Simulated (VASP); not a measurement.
Here is a VASP 6.6.1 calculation.

The input INCAR:

```
SYSTEM = Ag
ALGO     = Fast           ! electronic algorithm
EDIFF    = 1E-6           ! SCF threshold, eV
ENCUT    = 520            ! plane-wave cutoff, eV
GGA      = CA             ! functional
ISIF     = 2              ! what is computed and relaxed
ISMEAR   = -1             ! smearing method
LASPH    = .TRUE.         ! aspherical terms in the spheres
LCHARG   = .FALSE.        ! write CHGCAR
LREAL    = .FALSE.        ! projectors in reciprocal space
LWAVE    = .FALSE.        ! write WAVECAR
NBANDS   = 30             ! bands
NELM     = 100            ! most SCF steps
PREC     = Accurate       ! precision mode
SIGMA    = 0.05           ! smearing width, eV
```

Contents of KPOINTS:

```
k-points
0
G
  11 11 3
  0 0 0
```

Contents of POSCAR:

```
Ag
1.0
    2.9428065281      0.0000000000      0.0000000000
   -1.4714032640      2.5485452117      0.0000000000
    0.0000000000      0.0000000000     10.1961282242
Ag
4
Direct
    0.0000000000      0.0000000000      0.5000000000
    0.0000000000      0.0000000000      0.0000000000
    0.6666666667      0.3333333333      0.7500000000
    0.3333333333      0.6666666667      0.2500000000
```

Potentials or basis: VASP PAW LDA potentials, release 64 (Ag).

Run with:

```bash
$ cat potpaw_LDA.64/Ag/POTCAR > POTCAR
$ mpirun -np 1 vasp_std > vasp.out
```

Q: Estimate the band gap on the k mesh.

A: Zero (bands 22 and 23 overlap by 5.67 eV).

Q: What does it give for the pressure?

A: -14.4 GPa.

Stress tensor (GPa, compression positive):
```
-13.79   0.00   0.00
  0.00 -13.79   0.00
  0.00   0.00 -15.48
```

Caveat: the cell stands under tension.
